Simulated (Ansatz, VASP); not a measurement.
# Y3Sn in VASP and in Ansatz

The input INCAR:

```
PREC = Accurate
ENCUT = 500
EDIFF = 1E-6
ISMEAR = 0
SIGMA = 0.2
LREAL = False
LASPH = True
NELM = 120
ALGO = Normal
ISIF = 2
LWAVE = False
LCHARG = False
NBANDS = 32
GGA_COMPAT = False
```

Contents of KPOINTS:

```
regular mesh
0
Gamma
  5 5 5
```

The input POSCAR:

```
Y3Sn
1.0
    0.0000000000      3.8460590000      3.8460590000
    3.8460590000      0.0000000000      3.8460590000
    3.8460590000      3.8460590000      0.0000000000
Y Sn
3 1
Direct
    0.0000000000      0.0000000000      0.0000000000
    0.2500000000      0.2500000000      0.2500000000
    0.7500000000      0.7500000000      0.7500000000
    0.5000000000      0.5000000000      0.5000000000
```

Input for Ansatz:

```yaml
crystal:
  lattice:
    bravais: fcc
    a: 7.692118
  space_group: 225
  atoms:
    - { symbol: "Y", position: [0.0, 0.0, 0.0] }
    - { symbol: "Y", position: [0.25, 0.75, 0.75] }
    - { symbol: Sn, position: [0.5, 0.0, 0.0] }
  reduce_to_primitive: true
basis:
  ecutwfc: 470.0
kpoints:
  mp_grid:
    grid: [5, 5, 5]
hamiltonian:
  xc: lda
scf:
  occupations:
    method: gaussian
    width: 0.2
output:
  stress: true
```

Alike in both runs: task single point; functional LDA; k mesh 5 × 5 × 5; occupations gaussian, width 0.2 eV; no spin polarisation.

|  | VASP | Ansatz |
| --- | --- | --- |
| version | VASP 6.6.1 | Ansatz 0.2.0 |
| potentials or method | VASP PAW LDA potentials, release 64 (Y_sv, Sn_d), cutoff 500 eV | plane waves, PAW |
| valence electrons in the cell | 47 | 47 |

|  | VASP | Ansatz | Ansatz less VASP |
| --- | --- | --- | --- |
| pressure (GPa) | -4.6 | -4.6 | +0.05 |

LDA's correlation is that of Perdew and Zunger in VASP and of Perdew and Wang (1992) in Ansatz.
